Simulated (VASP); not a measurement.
A run of VASP 6.6.1:

INCAR

```
SYSTEM = Zn
  ALGO = Normal
  EDIFF = 1E-6
  ENCUT = 520
  GGA = PE
  ISIF = 2
  ISMEAR = -1
  LASPH = .True.
  LCHARG = .False.
  LREAL = .False.
  LWAVE = .False.
  NBANDS = 19
  NELM = 80
  PREC = Accurate
  SIGMA = 0.05
```

Contents of KPOINTS:

```
k-points
0
Gamma
  12 12 12
  0 0 0
```

File POSCAR:

```
Zn
1.0
    0.0000000000      2.5252092725      2.5252092725
    2.5252092725      0.0000000000      2.5252092725
    2.5252092725      2.5252092725      0.0000000000
Zn
2
Direct
   -0.1250000000     -0.1250000000     -0.1250000000
    0.1250000000      0.1250000000      0.1250000000
```

Potentials or basis: VASP PAW PBE potentials, release 64 (Zn).

Run with:

```console
$ cat potpaw_PBE.64/Zn/POTCAR > POTCAR
$ mpirun -np 1 vasp_std > vasp.out
```

Hardware: 1 thread of AMD EPYC 9R45 96-Core Processor (Zen 5) (shared host).

Question: How long does it take, and how much memory?

Answer: Wall time 20 s on 1 thread of AMD EPYC 9R45 96-Core Processor (Zen 5) (shared host), peak memory 0.14 GiB. Counts: scf iterations 12, k points 72.
